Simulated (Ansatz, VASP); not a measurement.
**Sb in VASP and in Ansatz**

```
CELL_PARAMETERS angstrom
2.15420 1.24373 3.75800
-2.15420 1.24373 3.75800
0.00000 -2.48746 3.75800
ATOMIC_POSITIONS crystal
Sb 0.76651 0.76651 0.76651
Sb 0.23349 0.23349 0.23349
```

Alike in both runs: functional RPBE; k mesh 8 × 8 × 8; occupations fermi-dirac, width 0.05 eV; no spin polarisation.

|  | VASP | Ansatz |
| --- | --- | --- |
| version | VASP 6.6.1 | Ansatz 0.2.0 |
| potentials or method | VASP PAW PBE potentials, release 64 (Sb), cutoff 520 eV | all-electron LAPW, scalar-relativistic |
| task | single point | band structure |

Ansatz gave:

| Quantity | Value |
| --- | --- |
| gap on the k mesh at the Fermi level (eV) | none |
| pressure (GPa) | 4.1 |
| traceless stress, the component that is largest in VASP (GPa) | -0.35 |
| rms of the force components (eV/Å) | 0.110 |

Problem. Estimate VASP's values.

Solution. gap on the k mesh at the Fermi level (eV): none; pressure (GPa): 4.1; traceless stress, the component that is largest in VASP (GPa): -0.40; rms of the force components (eV/Å): 0.131.

VASP's potentials were made for PBE, not for RPBE. Atom by atom the forces differ by 0.022 eV/Å (rms over components). A gap of «none» marks a metal or a gap that the smearing closes. Ansatz ran all-electron here, and VASP with PAW potentials.

Neither program's run includes spin-orbit coupling.
